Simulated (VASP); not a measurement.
# CdF2 in VASP: further runs, part 2 of 2

VASP 6.6.1. The steps go on from the part before.

**4. Single point, PBEsol (atoms moved at random)**

Input file INCAR:

```
SYSTEM = CdF2
  PREC = Accurate
  ENCUT = 520
  EDIFF = 1E-6
  ISMEAR = -1
  SIGMA = 0.05
  LREAL = .False.
  LASPH = .True.
  NELM = 80
  ALGO = Normal
  ISIF = 2
  LWAVE = .False.
  LCHARG = .False.
  GGA = PS
  NBANDS = 20
```

Input file KPOINTS:

```
Automatic mesh
0
Gamma
  9 9 9
  0 0 0
```

Input file POSCAR:

```
CdF2
1.0
    0.0000000000      2.6940000000      2.6940000000
    2.6940000000      0.0000000000      2.6940000000
    2.6940000000      2.6940000000      0.0000000000
Cd F
1 2
Direct
    0.0015780000     -0.0004940000      0.0101050000
    0.7652150000      0.7526630000      0.7491490000
    0.2746410000      0.2377590000      0.2370220000
```

Potentials or basis: VASP PAW PBE potentials, release 64 (Cd, F).

Command:

```
$ cat potpaw_PBE.64/Cd/POTCAR potpaw_PBE.64/F/POTCAR > POTCAR
$ mpirun -np 1 vasp_std > vasp.out
```

OUTCAR:

```text
SYSTEM = CdF2
   PREC = Accurate
   ENCUT = 520
   EDIFF = 1E-6
   ISMEAR = -1
   LREAL = .False.
   LASPH = .True.
   NELM = 80
   ISIF = 2
   GGA = PS

 ion  position               nearest neighbor table
   1  0.002  1.000  0.010-   3 2.26   3 2.30   2 2.30   2 2.32   2 2.34   3 2.37   2 2.38   3 2.41

   2  0.765  0.753  0.749-   1 2.30   1 2.32   1 2.34   1 2.38
   3  0.275  0.238  0.237-   1 2.26   1 2.30   1 2.37   1 2.41

  LATTYP: Found a face centered cubic cell.
 ALAT       =     5.3880000000

  Lattice vectors:

 A1 = (   0.0000000000,   2.6940000000,   2.6940000000)
 A2 = (   2.6940000000,   0.0000000000,   2.6940000000)
 A3 = (   2.6940000000,   2.6940000000,   0.0000000000)

Analysis of symmetry for initial positions (statically):
=====================================================================
 Subroutine PRICEL returns:
 Original cell was already a primitive cell.

 Routine SETGRP: Setting up the symmetry group for a
 face centered cubic supercell.

 Subroutine GETGRP returns: Found  1 space group operations
 (whereof  1 operations were pure point group operations)
 out of a pool of 48 trial point group operations.

The static configuration has the point symmetry C_1 .

Analysis of symmetry for dynamics (positions and initial velocities):
=====================================================================
 Subroutine PRICEL returns:
 Original cell was already a primitive cell.

 Routine SETGRP: Setting up the symmetry group for a
 face centered cubic supercell.

 Subroutine GETGRP returns: Found  1 space group operations
 (whereof  1 operations were pure point group operations)
 out of a pool of 48 trial point group operations.

The dynamic configuration has the point symmetry C_1 .

 Subroutine INISYM returns: Found  1 space group operations
 (whereof  1 operations are pure point group operations),
 and found     1 'primitive' translations

[... 101 lines left out ...]
   NFREE  =      0    steps in history (QN), initial steepest desc. (CG)
   ISIF   =      2    stress and relaxation
   ISYM   =      2    0-nonsym 1-usesym 2-fastsym
   POTIM  = 0.5000    time-step for ionic-motion
   TEBEG  =    0.0;   TEEND  =   0.0 temperature during run
   PSTRESS=    0.0 pullay stress
   NELECT =      26.0000    total number of electrons
   NUPDOWN=      -1.0000    fix difference up-down
   EMIN   =  10.00;   EMAX   =-10.00  energy-range for DOS
   EFERMI =   0.00;   METHOD = LEGACY
   ISMEAR =    -1;   SIGMA  =   0.05  broadening in eV -4-tet -1-fermi 0-gaus
   EFERMI_NEDOS =   21; number of points for ismear=-14 and -15
   IALGO  =     38    algorithm
   IMIX   =      4    mixing-type and parameters
     AMIX     =   0.40;   BMIX     =  1.00
     AMIX_MAG =   1.60;   BMIX_MAG =  1.00
  volume/ion in A,a.u.               =      13.03        87.96
  Fermi-wavevector in a.u.,A,eV,Ry     =   1.428867  2.700166 27.778468  2.041660
  Thomas-Fermi vector in A             =   2.548882
   LORBIT       =      0    0 simple, 1 ext, 2 COOP (PROOUT), +10 PAW based schemes
   GGA     = PS    functional components
[... 5 lines left out ...]
 non-spin polarized calculation
  energy-cutoff  :      520.00
  volume of cell :       39.10
 maximum number of plane-waves:      1067
   NGX = 15   NGY = 15   NGZ = 15

 number of electron      25.9999995 magnetization

 Free energy of the ion-electron system (eV)
  ---------------------------------------------------
  ext. energy  EPLUGINS =         0.00000000
  ---------------------------------------------------
  free energy    TOTEN  =       -11.57121095 eV

  energy without entropy =      -11.57121095  energy(sigma->0) =      -11.57121095

 E-fermi :  -0.3895     XC(G=0): -10.7062

 val. band max:       -1.4554927092   @ k =  -0.2222   0.2222  -0.4444
 cond. band min:       1.4621205464   @ k =   0.0000   0.0000   0.0000
 fundamental gap:      2.9176132556
 Fermi energy:        -0.3894780935

 k-point     1 :       0.0000    0.0000    0.0000
  band No.  band energies     occupation
      1     -22.1674      2.00000
      2     -21.0278      2.00000
      3      -7.1285      2.00000
      4      -7.0695      2.00000
      5      -7.0231      2.00000
      6      -5.8290      2.00000
[... 541 lines left out ...]
     19      18.1465      0.00000
     20      18.8142      0.00000

 [... further k-points ...]
[... 5 lines left out ...]
  --------------------------------------------------------------------------------------
  -------------------------------------------------------------------------------------
  Total        0.2378622      0.2259092      0.2116528      0.0212698      0.1644227     -0.0432805
  in kB        9.7457038      9.2559652      8.6718520      0.8714689      6.7367380     -1.7732925
  external PRESSURE =       9.2245070 kB  Pullay stress =       0.0000000 kB

 VOLUME and BASIS-vectors are now :
 -----------------------------------------------------------------------------
  energy-cutoff  :      520.00
  volume of cell :       39.10
      direct lattice vectors                 reciprocal lattice vectors
     0.000000000  2.694000000  2.694000000    -0.185597624  0.185597624  0.185597624
     2.694000000  0.000000000  2.694000000     0.185597624 -0.185597624  0.185597624
     2.694000000  2.694000000  0.000000000     0.185597624  0.185597624 -0.185597624

 POSITION                                       TOTAL-FORCE (eV/Angst)
 -----------------------------------------------------------------------------------
      2.71989      0.03147      2.69692        -0.304316      0.047011      0.206067
      4.04588      4.07970      4.08916        -0.090375     -0.019989     -0.147162
      1.27906      1.37842      1.38041         0.394692     -0.027022     -0.058906
 -----------------------------------------------------------------------------------
    total drift:                                0.000786     -0.000640     -0.000230

  FREE ENERGIE OF THE ION-ELECTRON SYSTEM (eV)
  ---------------------------------------------------
  free  energy   TOTEN  =       -11.5712109492 eV

  energy  without entropy=      -11.5712109491  energy(sigma->0) =      -11.57121095
```

OSZICAR:

```text
N       E                     dE             d eps       ncg     rms          rms(c)
DAV:   1     0.194456515677E+03    0.19446E+03   -0.15560E+04 15192   0.132E+03
DAV:   2    -0.465922870993E+01   -0.19912E+03   -0.19109E+03 15952   0.342E+02
DAV:   3    -0.129686357904E+02   -0.83094E+01   -0.82872E+01 16716   0.763E+01
DAV:   4    -0.130042973007E+02   -0.35662E-01   -0.35660E-01 15824   0.514E+00
DAV:   5    -0.130044235124E+02   -0.12621E-03   -0.12621E-03 16740   0.274E-01    0.956E+00
DAV:   6    -0.115603615018E+02    0.14441E+01   -0.32087E+00 19060   0.360E+01    0.733E+00
DAV:   7    -0.115919917820E+02   -0.31630E-01   -0.77575E-01 15320   0.788E+00    0.430E+00
DAV:   8    -0.115815496765E+02    0.10442E-01   -0.15740E-01 15348   0.368E+00    0.736E-01
DAV:   9    -0.115705352723E+02    0.11014E-01   -0.38083E-02 17912   0.246E+00    0.934E-02
DAV:  10    -0.115710781254E+02   -0.54285E-03   -0.34572E-03 15428   0.579E-01    0.106E-01
DAV:  11    -0.115711824609E+02   -0.10434E-03   -0.11904E-04 16428   0.113E-01    0.439E-02
DAV:  12    -0.115712073798E+02   -0.24919E-04   -0.82225E-05 15244   0.752E-02    0.207E-02
DAV:  13    -0.115712108305E+02   -0.34507E-05   -0.83037E-06 16252   0.291E-02    0.722E-03
DAV:  14    -0.115712109492E+02   -0.11869E-06   -0.45608E-07 13072   0.899E-03
   1 F= -.11571211E+02 E0= -.11571211E+02  d E =-.962596E-10
```

It took 2.5 min on 1 thread of Intel Xeon Platinum 8375C at 2.90GHz (Ice Lake), shared host; peak memory 0.36 GiB.

Results:

```yaml
Free_energy: -11.5712 eV
Pressure: 0.9 GPa
Largest_force: 0.400 eV/Å
Band_gap_on_the_k_mesh: 2.92 eV, indirect (least direct gap 3.34 eV)
```

Forces on the atoms (eV/Å):
```
Cd  -0.304  0.047  0.206
F   -0.090 -0.020 -0.147
F    0.395 -0.027 -0.059
```

Caveat: the cell differs from its parent crystal (atoms moved at random); the PAW data sets were made with another functional, which shifts forces and pressure a little. A k mesh can miss the band edges.

**5. Single point, revPBE**

This run uses another cell than the first one, of 13.03 Å³/atom, 0.962 times its volume.

Input file INCAR:

```
SYSTEM = CdF2
PREC = Accurate
ENCUT = 600
EDIFF = 1E-6
ISMEAR = -1
SIGMA = 0.05
LREAL = .FALSE.
LASPH = .TRUE.
NELM = 120
ALGO = Normal
ISIF = 2
LWAVE = .FALSE.
LCHARG = .FALSE.
GGA = RE
NBANDS = 24
GGA_COMPAT = .FALSE.
```

Input file KPOINTS:

```
Automatic mesh
0
G
  9 9 9
  0 0 0
```

Input file POSCAR:

```
CdF2
1.0
    0.0000000000      2.6940000000      2.6940000000
    2.6940000000      0.0000000000      2.6940000000
    2.6940000000      2.6940000000      0.0000000000
Cd F
1 2
Direct
    0.0000000000      0.0000000000      0.0000000000
    0.7500000000      0.7500000000      0.7500000000
    0.2500000000      0.2500000000      0.2500000000
```

Potentials or basis: VASP PAW PBE potentials, release 64 (Cd_sv_GW, F).

Command:

```
$ cat potpaw_PBE.64/Cd_sv_GW/POTCAR potpaw_PBE.64/F/POTCAR > POTCAR
$ mpirun -np 1 vasp_std > vasp.out
```

Run time: 27 s. Hardware: 1 thread of AMD EPYC 9R14 (Zen 4), shared host; peak memory 0.17 GiB.

Results (log left out):

```
Free energy            : -10.0751 eV
Pressure               : 8.2 GPa
Band gap on the k mesh : 3.28 eV, indirect (least direct gap 3.76 eV)
```

Levels at points of the mesh, in eV from the valence-band top:
```
           k point  band 13  band 14  band 15  band 16  band 17  band 18  band 19  band 20  band 21  band 22
(0.00, 0.00, 0.00)    -0.93    -0.93    -0.48    -0.48    -0.48     3.28    12.91    12.91    12.91    18.06
```

Caveat: the PAW data sets were made with another functional, which shifts forces and pressure a little. revPBE gaps usually lie below the measured ones, often by a third to a half.

**6. Single point, LDA**

This run uses another cell than the first one, of 13.03 Å³/atom, 0.962 times its volume.

Input file INCAR:

```
PREC = Accurate
ENCUT = 600
EDIFF = 1E-6
ISMEAR = 0
SIGMA = 0.01
LREAL = False
LASPH = True
NELM = 120
ALGO = Normal
ISIF = 2
LWAVE = False
LCHARG = True
GGA = CA
LELF = True
LVHAR = True
NBANDS = 24
GGA_COMPAT = False
```

Input file KPOINTS:

```
regular mesh
0
Gamma
  8 8 8
```

POSCAR is that of step 5.

Potentials or basis: VASP PAW LDA potentials, release 64 (Cd_sv_GW, F).

Command:

```
$ cat potpaw_LDA.64/Cd_sv_GW/POTCAR potpaw_LDA.64/F/POTCAR > POTCAR
$ mpirun -np 1 vasp_std > vasp.out
```

OUTCAR:

```text
PREC = Accurate
   ENCUT = 600
   EDIFF = 1E-6
   ISMEAR = 0
   LREAL = False
   LASPH = True
   NELM = 120
   ISIF = 2
   GGA = CA

 ion  position               nearest neighbor table
   1  0.000  0.000  0.000-
   2  0.750  0.750  0.750-
   3  0.250  0.250  0.250-

  LATTYP: Found a face centered cubic cell.
 ALAT       =     5.3880000000

  Lattice vectors:

 A1 = (   0.0000000000,   2.6940000000,   2.6940000000)
 A2 = (   2.6940000000,   0.0000000000,   2.6940000000)
 A3 = (   2.6940000000,   2.6940000000,   0.0000000000)

Analysis of symmetry for initial positions (statically):
=====================================================================
 Subroutine PRICEL returns:
 Original cell was already a primitive cell.

 Routine SETGRP: Setting up the symmetry group for a
 face centered cubic supercell.

 Subroutine GETGRP returns: Found 48 space group operations
[... 9 lines left out ...]

 Routine SETGRP: Setting up the symmetry group for a
 face centered cubic supercell.

 Subroutine GETGRP returns: Found 48 space group operations
[... 144 lines left out ...]

 Free energy of the ion-electron system (eV)
  ---------------------------------------------------
  ext. energy  EPLUGINS =         0.00000000
  ---------------------------------------------------
  free energy    TOTEN  =       -12.78848061 eV

  energy without entropy =      -12.78848061  energy(sigma->0) =      -12.78848061

 E-fermi :   0.3837     XC(G=0): -11.2944

 val. band max:        0.2354447570   @ k =  -0.2500   0.5000   0.2500
 cond. band min:       3.0480898493   @ k =   0.0000   0.0000   0.0000
 fundamental gap:      2.8126450924
 Fermi energy:         0.3836545865

 k-point     1 :       0.0000    0.0000    0.0000
  band No.  band energies     occupation
      1     -97.5142      2.00000
      2     -58.9315      2.00000
      3     -58.9315      2.00000
      4     -58.9315      2.00000
      5     -20.2074      2.00000
      6     -19.0314      2.00000
[... 637 lines left out ...]
     23      18.5324      0.00000
     24      21.7811      0.00000

 [... further k-points ...]
[... 5 lines left out ...]
  --------------------------------------------------------------------------------------
  -------------------------------------------------------------------------------------
  Total       -1.5385516     -1.5385516     -1.5385516     -0.0000000     -0.0000000      0.0000000
  in kB      -63.0376312    -63.0376312    -63.0376312     -0.0000000     -0.0000000      0.0000000
  external PRESSURE =     -63.0376312 kB  Pullay stress =       0.0000000 kB

 VOLUME and BASIS-vectors are now :
 -----------------------------------------------------------------------------
  energy-cutoff  :      600.00
  volume of cell :       39.10
      direct lattice vectors                 reciprocal lattice vectors
     0.000000000  2.694000000  2.694000000    -0.185597624  0.185597624  0.185597624
     2.694000000  0.000000000  2.694000000     0.185597624 -0.185597624  0.185597624
     2.694000000  2.694000000  0.000000000     0.185597624  0.185597624 -0.185597624

 POSITION                                       TOTAL-FORCE (eV/Angst)
 -----------------------------------------------------------------------------------
      0.00000      0.00000      0.00000        -0.000000     -0.000000     -0.000000
      4.04100      4.04100      4.04100         0.000000      0.000000      0.000000
      1.34700      1.34700      1.34700        -0.000000     -0.000000     -0.000000
 -----------------------------------------------------------------------------------
    total drift:                                0.000000     -0.000000     -0.000000

  FREE ENERGIE OF THE ION-ELECTRON SYSTEM (eV)
  ---------------------------------------------------
  free  energy   TOTEN  =       -12.7884806111 eV

  energy  without entropy=      -12.7884806111  energy(sigma->0) =      -12.78848061
```

OSZICAR:

```text
N       E                     dE             d eps       ncg     rms          rms(c)
DAV:   1     0.622708645337E+03    0.62271E+03   -0.21160E+04  1408   0.211E+03
DAV:   2     0.449189040166E+02   -0.57779E+03   -0.52178E+03  1400   0.672E+02
DAV:   3    -0.118993658842E+02   -0.56818E+02   -0.54896E+02  2080   0.231E+02
DAV:   4    -0.142603884233E+02   -0.23610E+01   -0.23605E+01  1616   0.515E+01
DAV:   5    -0.143399478208E+02   -0.79559E-01   -0.79558E-01  2104   0.899E+00    0.129E+01
DAV:   6    -0.128431293098E+02    0.14968E+01   -0.34885E+00  2040   0.468E+01    0.110E+01
DAV:   7    -0.128210817972E+02    0.22048E-01   -0.40606E-01  1560   0.677E+00    0.724E+00
DAV:   8    -0.127978784534E+02    0.23203E-01   -0.15745E-01  1792   0.553E+00    0.136E+00
DAV:   9    -0.127884774796E+02    0.94010E-02   -0.32138E-02  1960   0.382E+00    0.126E-01
DAV:  10    -0.127884808849E+02   -0.34053E-05   -0.16277E-03  1976   0.494E-01    0.138E-01
DAV:  11    -0.127884809168E+02   -0.31891E-07   -0.67792E-05  2232   0.221E-01    0.446E-02
DAV:  12    -0.127884806111E+02    0.30566E-06   -0.73657E-06  1816   0.347E-02
   1 F= -.12788481E+02 E0= -.12788481E+02  d E =-.264553E-99
```

Run time: 16 s. Hardware: 1 thread of Intel Xeon 6975P-C (Granite Rapids), shared host; peak memory 0.18 GiB.

What came out:

| Property | Result |
| --- | --- |
| Free energy | -12.7885 eV |
| Pressure | -6.3 GPa |
| Band gap on the k mesh | 2.81 eV, indirect (least direct gap 3.29 eV) |

Levels at points of the mesh, in eV from the valence-band top:
| k point | band 13 | band 14 | band 15 | band 16 | band 17 | band 18 | band 19 | band 20 | band 21 | band 22 |
| --- | --- | --- | --- | --- | --- | --- | --- | --- | --- | --- |
| (0.00, 0.00, 0.00) | -1.01 | -1.01 | -0.48 | -0.48 | -0.48 | 2.81 | 12.31 | 12.31 | 12.31 | 17.14 |
| (0.50, 0.00, 0.00) | -2.36 | -1.90 | -1.90 | -0.39 | -0.39 | 6.96 | 8.78 | 14.15 | 14.15 | 17.80 |
| (0.50, 0.50, 0.00) | -3.05 | -3.05 | -0.53 | -0.09 | -0.09 | 7.77 | 9.36 | 11.46 | 13.93 | 13.93 |

**7. Summary**

```csv
level,potentials or basis,cell,k mesh,cutoff (eV),smearing,second run,gap on the mesh (eV),pressure (GPa)
PBEsol,"VASP PAW PBE potentials, release 64 (Cd, F)","a = 3.860 Å, angles 60.0°, 3 atoms",9 × 9 × 9,520,fermi-dirac 0.05 eV,-,2.80,-3.5
PBEsol,"VASP PAW PBE potentials, release 64 (Cd, F)","a = 3.885 Å, angles 60.0°, 3 atoms",9 × 9 × 9,520,fermi-dirac 0.05 eV,-,2.74,-5.1
PBEsol,"VASP PAW PBE potentials, release 64 (Cd, F)","a = 3.810 Å, angles 60.0°, 3 atoms",9 × 9 × 9,520,fermi-dirac 0.05 eV,-,2.92,0.9
revPBE,"VASP PAW PBE potentials, release 64 (Cd_sv_GW, F)","a = 3.810 Å, angles 60.0°, 3 atoms",9 × 9 × 9,600,fermi-dirac 0.05 eV,valence_matched,3.28,8.2
LDA,"VASP PAW LDA potentials, release 64 (Cd_sv_GW, F)","a = 3.810 Å, angles 60.0°, 3 atoms",8 × 8 × 8,600,gaussian 0.01 eV,valence_matched,2.81,-6.3
```

Some of these runs hold the atoms at other places in the same cell, which the table doesn't show; runs alike in all that it shows share one row.

Alike in all rows: task single point; no spin polarisation.

Caveats: the PAW data sets were made with another functional, which shifts forces and pressure a little (some runs).

Absolute energies hang on the potentials; compare differences alone.
